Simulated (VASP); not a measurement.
# Se (P3_121) in VASP: further runs

The runs below take Se through single point, with PBEsol+D3(BJ).

Program: VASP 6.6.1. These are calculated values, not measurements. Logs are shortened: lines on timing, memory, paths and dates and some standing lists are left out, and cuts for length are marked.

## Step 1: The cell of the first run

It takes space group P3_121 (No. 152, trigonal). The conventional cell has a = 3.955 Å, b = 3.955 Å, c = 4.828 Å, α = 90.00°, β = 90.00°, γ = 120.00°. Se (site symmetry 2) has 6 Se at 2.41 to 3.03 Å within 3.2 Å.

## Step 2: Single point, PBEsol+D3(BJ) (21.80 Å³/atom)

Input file INCAR:

```
PREC     = Accurate       # precision mode
ENCUT    = 520            # plane-wave cutoff, eV
EDIFF    = 1E-7           # SCF threshold, eV
ISMEAR   = 0              # smearing method
SIGMA    = 0.03           # smearing width, eV
LREAL    = False          # projectors in reciprocal space
LASPH    = True           # aspherical terms in the spheres
NELM     = 100            # most SCF steps
ALGO     = Normal         # electronic algorithm
ISIF     = 2              # what is computed and relaxed
LWAVE    = False          # write WAVECAR
LCHARG   = False          # write CHGCAR
GGA      = PS             # functional
IVDW     = 12             # dispersion correction
NBANDS   = 16             # bands
```

Input file KPOINTS:

```
Automatic mesh
0
Gamma
  12 12 8
```

Input file POSCAR:

```
Se
1.0
    3.9552250312      0.0000000000      0.0000000000
   -1.9776125156      3.4253253547      0.0000000000
    0.0000000000      0.0000000000      4.8277476730
Se
3
Direct
    0.2610773134      0.0000000000      0.3333333333
    0.0000000000      0.2610773134      0.6666666667
    0.7389226866      0.7389226866      0.0000000000
```

Potentials or basis: VASP PAW PBE potentials, release 64 (Se).

The run is started by

```
cat potpaw_PBE.64/Se/POTCAR > POTCAR
mpirun -np 1 vasp_std > vasp.out
```

OUTCAR:

```text
PREC = Accurate
   ENCUT = 520
   EDIFF = 1E-7
   ISMEAR = 0
   LREAL = False
   LASPH = True
   NELM = 100
   ISIF = 2
   GGA = PS
   IVDW = 12
 IVDW          = 12

 ion  position               nearest neighbor table
   1  0.261  0.000  0.333-   3 2.41   2 2.41
   2  0.000  0.261  0.667-   3 2.41   1 2.41
   3  0.739  0.739  0.000-   2 2.41   1 2.41

  LATTYP: Found a hexagonal cell.
 ALAT       =     3.9552250312
 C/A-ratio  =     1.2206000000

  Lattice vectors:

 A1 = (   3.9552250312,   0.0000000000,   0.0000000000)
 A2 = (  -1.9776125156,   3.4253253547,   0.0000000000)
 A3 = (   0.0000000000,   0.0000000000,   4.8277476730)

Analysis of symmetry for initial positions (statically):
=====================================================================
 Subroutine PRICEL returns:
 Original cell was already a primitive cell.

 Routine SETGRP: Setting up the symmetry group for a
 hexagonal supercell.

 Subroutine GETGRP returns: Found  6 space group operations
 (whereof  2 operations were pure point group operations)
 out of a pool of 24 trial point group operations.

The static configuration has the point symmetry C_2 .
 The point group associated with its full space group is D_3 .

Analysis of symmetry for dynamics (positions and initial velocities):
=====================================================================
 Subroutine PRICEL returns:
 Original cell was already a primitive cell.

 Routine SETGRP: Setting up the symmetry group for a
 hexagonal supercell.

 Subroutine GETGRP returns: Found  6 space group operations
 (whereof  2 operations were pure point group operations)
 out of a pool of 24 trial point group operations.

The dynamic configuration has the point symmetry C_2 .
 The point group associated with its full space group is D_3 .

 Subroutine INISYM returns: Found  6 space group operations
 (whereof  2 operations are pure point group operations),
 and found     1 'primitive' translations

----------------------------------------------------------------------------------------

                                     Primitive cell

  volume of cell :      65.4060

  direct lattice vectors                    reciprocal lattice vectors
     3.955225031  0.000000000  0.000000000     0.252830115  0.145971535  0.000000000
    -1.977612516  3.425325355  0.000000000     0.000000000  0.291943070  0.000000000
     0.000000000  0.000000000  4.827747673     0.000000000  0.000000000  0.207135929

  length of vectors
     3.955225031  3.955225031  4.827747673     0.291943070  0.291943070  0.207135929

  position of ions in fractional coordinates (direct lattice)
     0.261077313  0.000000000  0.333333333
     0.000000000  0.261077313  0.666666667
     0.738922687  0.738922687  0.000000000

  ion indices of the primitive-cell ions
   primitive index   ion index
                 1           1
                 2           2
                 3           3

----------------------------------------------------------------------------------------

 KPOINTS: Automatic mesh

Automatic generation of k-mesh.
 Grid dimensions read from file:
 generate k-points for:   12   12    8

 Generating k-lattice:

  Cartesian coordinates                     Fractional coordinates (reciprocal lattice)
     0.021069176  0.012164295  0.000000000     0.083333333  0.000000000  0.000000000
     0.000000000  0.024328589  0.000000000     0.000000000  0.083333333  0.000000000
     0.000000000  0.000000000  0.025891991     0.000000000  0.000000000  0.125000000

  Length of vectors
     0.024328589  0.024328589  0.025891991

  Shift w.r.t. Gamma in fractional coordinates (k-lattice)
     0.000000000  0.000000000  0.000000000

 Subroutine IBZKPT returns following result:
 ===========================================

 Found    131 irreducible k-points:

 Following reciprocal coordinates:
            Coordinates               Weight
  0.000000  0.000000  0.000000      1.000000
  0.083333 -0.000000  0.000000      6.000000
  0.166667  0.000000  0.000000      6.000000
  0.250000  0.000000  0.000000      6.000000
  0.333333  0.000000  0.000000      6.000000
  0.416667  0.000000  0.000000      6.000000
[... 16 lines left out ...]
  0.166667  0.000000  0.125000      6.000000
  0.000000  0.166667  0.125000      6.000000
 [... further k-points ...]
   k-points           NKPTS =    131   k-points in BZ     NKDIM =    131   number of bands    NBANDS=     16
   number of dos      NEDOS =    301   number of ions     NIONS =      3
   total plane-waves  NPLWV =  32400
   dimension x,y,z NGX =    30 NGY =   30 NGZ =   36
   dimension x,y,z NGXF=    60 NGYF=   60 NGZF=   72
   ions per type =               3
   NGX,Y,Z   is equivalent  to a cutoff of  12.61, 12.61, 12.40 a.u.
   NGXF,Y,Z  is equivalent  to a cutoff of  25.22, 25.22, 24.79 a.u.
 SYSTEM =  unknown system
   PREC   = accura    normal or accurate (medium, high low for compatibility)
   ISTART =      0    job   : 0-new  1-cont  2-samecut
   ICHARG =      2    charge: 1-file 2-atom 10-const
   ISPIN  =      1    spin polarized calculation?
   LNONCOLLINEAR =      F non collinear calculations
   LSORBIT =      F    spin-orbit coupling
   LASPH  =      T    aspherical Exc in radial PAW
   ENCUT  =  520.0 eV  38.22 Ry    6.18 a.u.   7.35  7.35  8.98*2*pi/ulx,y,z
   NELM   =    100;   NELMIN=  2; NELMDL= -5     # of ELM steps
   EDIFF  = 0.1E-06   stopping-criterion for ELM
   LREAL  =      F    real-space projection
   EDIFFG = 0.1E-05   stopping-criterion for IOM
   NSW    =      0    number of steps for IOM
   IBRION =     -1    ionic relax: 0-MD 1-quasi-New 2-CG
   NFREE  =      0    steps in history (QN), initial steepest desc. (CG)
   ISIF   =      2    stress and relaxation
   ISYM   =      2    0-nonsym 1-usesym 2-fastsym
   POTIM  = 0.5000    time-step for ionic-motion
   TEBEG  =    0.0;   TEEND  =   0.0 temperature during run
   PSTRESS=    0.0 pullay stress
   NELECT =      18.0000    total number of electrons
   NUPDOWN=      -1.0000    fix difference up-down
   EMIN   =  10.00;   EMAX   =-10.00  energy-range for DOS
   EFERMI =   0.00;   METHOD = LEGACY
   ISMEAR =     0;   SIGMA  =   0.03  broadening in eV -4-tet -1-fermi 0-gaus
   EFERMI_NEDOS =   21; number of points for ismear=-14 and -15
   IALGO  =     38    algorithm
   IMIX   =      4    mixing-type and parameters
     AMIX     =   0.40;   BMIX     =  1.00
     AMIX_MAG =   1.60;   BMIX_MAG =  1.00
  volume/ion in A,a.u.               =      21.80       147.13
  Fermi-wavevector in a.u.,A,eV,Ry     =   1.064862  2.012296 15.428055  1.133930
  Thomas-Fermi vector in A             =   2.200394
   LORBIT       =      0    0 simple, 1 ext, 2 COOP (PROOUT), +10 PAW based schemes
   GGA     = PS    functional components
   LHFCALC =     F    Hartree Fock is set to
   AEXX    =    0.0000 exact exchange contribution
   IVDW    =    12    specifies the selected vdW correction
   LEPSILON=     F    determine dielectric tensor
   LRPA    =     F    only Hartree local field effects (RPA)
 non-spin polarized calculation
 Gauss-broadening in eV      SIGMA  =   0.03
  energy-cutoff  :      520.00
  volume of cell :       65.41
 maximum number of plane-waves:      1794
 NGX is ok and might be reduce to    30
   NGX = 15   NGY = 15   NGZ = 17

 number of electron      17.9999998 magnetization

 Free energy of the ion-electron system (eV)
  ---------------------------------------------------
  ext. energy  EPLUGINS =         0.00000000
  ---------------------------------------------------
  free energy    TOTEN  =       -11.41706184 eV

  energy without entropy =      -11.41706183  energy(sigma->0) =      -11.41706183

 E-fermi :   5.2734     XC(G=0): -10.1537

 val. band max:        5.1786922589   @ k =   0.4167   0.1667   0.5000
 cond. band min:       5.3629798568   @ k =   0.0000   0.0000   0.5000
 fundamental gap:      0.1842875979
 Fermi energy:         5.2733965831

 k-point     1 :       0.0000    0.0000    0.0000
  band No.  band energies     occupation
      1     -11.9017      2.00000
      2      -7.1824      2.00000
      3      -7.1824      2.00000
      4       0.6335      2.00000
      5       1.3060      2.00000
      6       1.3060      2.00000
[... 8 lines left out ...]
     15      12.3094      0.00000
     16      12.9983      0.00000

 k-point     2 :       0.0833   -0.0000    0.0000
  band No.  band energies     occupation
      1     -11.8442      2.00000
      2      -7.2116      2.00000
      3      -7.1698      2.00000
      4       0.2635      2.00000
      5       0.9764      2.00000
      6       1.1298      2.00000
[... 8 lines left out ...]
     15      12.4617      0.00000
     16      12.9040      0.00000

 k-point     3 :       0.1667    0.0000    0.0000
  band No.  band energies     occupation
      1     -11.6760      2.00000
      2      -7.3160      2.00000
      3      -7.1339      2.00000
      4      -0.4139      2.00000
      5       0.5030      2.00000
      6       0.7947      2.00000
[... 8 lines left out ...]
     15      12.5769      0.00000
     16      13.2659      0.00000

 k-point     4 :       0.2500    0.0000    0.0000
  band No.  band energies     occupation
      1     -11.4130      2.00000
      2      -7.5274      2.00000
      3      -7.0815      2.00000
      4      -0.9238      2.00000
      5       0.0680      2.00000
      6       0.4738      2.00000
[... 8 lines left out ...]
     15      12.8873      0.00000
     16      14.0925      0.00000
[... 324 lines left out ...]
 k-point    22 :       0.0000    0.0833    0.1250
  band No.  band energies     occupation
      1     -11.7623      2.00000
      2      -8.1560      2.00000
      3      -6.2253      2.00000
      4       0.3422      2.00000
      5       0.7493      2.00000
      6       1.2539      2.00000
[... 8 lines left out ...]
     15      12.4067      0.00000
     16      12.6964      0.00000

 k-point    23 :       0.1667    0.0000    0.1250
  band No.  band energies     occupation
      1     -11.5967      2.00000
      2      -8.0981      2.00000
      3      -6.4048      2.00000
      4      -0.2587      2.00000
      5       0.5721      2.00000
      6       0.9481      2.00000
[... 8 lines left out ...]
     15      12.2056      0.00000
     16      12.9244      0.00000

 k-point    24 :       0.0000    0.1667    0.1250
  band No.  band energies     occupation
      1     -11.5947      2.00000
      2      -8.1394      2.00000
      3      -6.3217      2.00000
      4      -0.3993      2.00000
      5       0.2824      2.00000
      6       0.8791      2.00000
[... 8 lines left out ...]
     15      12.8859      0.00000
     16      13.3414      0.00000

 [... further k-points ...]

------------------------ aborting loop because EDIFF is reached ----------------------------------------

 Edisp (eV)   -1.03554

 E8    (eV) :    -0.6535

  FORCE on cell =-STRESS in cart. coord.  units (eV):
  Direction    XX          YY          ZZ          XY          YZ          ZX
  --------------------------------------------------------------------------------------
  -------------------------------------------------------------------------------------
  Total       1.12467     1.12467     3.07882     0.00000     0.00000     0.00000
  in kB      27.54978    27.54978    75.41841     0.00000     0.00000     0.00000
  external pressure =       43.51 kB  Pullay stress =        0.00 kB

 VOLUME and BASIS-vectors are now :
 -----------------------------------------------------------------------------
  energy-cutoff  :      520.00
  volume of cell :       65.41
      direct lattice vectors                 reciprocal lattice vectors
     3.955225031  0.000000000  0.000000000     0.252830115  0.145971535  0.000000000
    -1.977612516  3.425325355  0.000000000     0.000000000  0.291943070  0.000000000
     0.000000000  0.000000000  4.827747673     0.000000000  0.000000000  0.207135929

 POSITION                                       TOTAL-FORCE (eV/Angst)
 -----------------------------------------------------------------------------------
      1.03262      0.00000      1.60925         0.283280      0.000000     -0.000000
     -0.51631      0.89427      3.21850        -0.141640      0.245327      0.000000
      1.46130      2.53105      0.00000        -0.141640     -0.245327      0.000000
 -----------------------------------------------------------------------------------
    total drift:                               -0.000000     -0.000000      0.000000

  FREE ENERGIE OF THE ION-ELECTRON SYSTEM (eV)
  ---------------------------------------------------
  free  energy   TOTEN  =       -12.4526033732 eV

  energy  without entropy=      -12.4526033651  energy(sigma->0) =      -12.45260337
```

Wall time 2.8 min (1 thread of Oxide Virtual Turin-like, shared host); peak memory 0.22 GiB.

What came out:

| Item | Value |
| --- | --- |
| Free energy | -12.4526 eV |
| Pressure | 4.4 GPa |
| Largest force | 0.283 eV/Å |
| Band gap on the k mesh | 0.18 eV (least direct gap 0.81 eV) |
| Dispersion energy per atom | -0.345 eV |

Forces in eV/Å, atoms in the order of the input:
```
Se   0.283  0.000  0.000
Se  -0.142  0.245  0.000
Se  -0.142 -0.245  0.000
```

Stress tensor (GPa, compression positive):
```
2.75 0.00 0.00
0.00 2.75 0.00
0.00 0.00 7.54
```

Levels at points of the mesh, in eV from the valence-band top:
| k point | band 5 | band 6 | band 7 | band 8 | band 9 | band 10 | band 11 | band 12 | band 13 | band 14 |
| --- | --- | --- | --- | --- | --- | --- | --- | --- | --- | --- |
| (0.00, 0.00, 0.00) | -3.87 | -3.87 | -2.58 | -2.58 | -1.25 | 1.34 | 1.34 | 1.55 | 5.96 | 5.96 |
| (0.50, 0.00, 0.00) | -5.79 | -4.81 | -4.33 | -1.71 | -1.25 | 1.11 | 1.16 | 3.39 | 4.61 | 8.35 |
| (0.00, 0.00, 0.50) | -3.85 | -3.85 | -1.89 | -1.89 | -1.86 | 0.18 | 0.18 | 0.46 | 5.16 | 6.04 |
| (0.50, 0.00, 0.50) | -5.00 | -4.96 | -3.33 | -2.70 | -0.03 | 1.42 | 2.60 | 2.90 | 5.72 | 7.00 |

Caveat: the cell stands under pressure; semilocal functionals underestimate gaps, and a narrow one can read as zero; the PAW data sets were made with another functional, which shifts forces and pressure a little. A k mesh can miss the band edges.

[end of part 1 of 2]
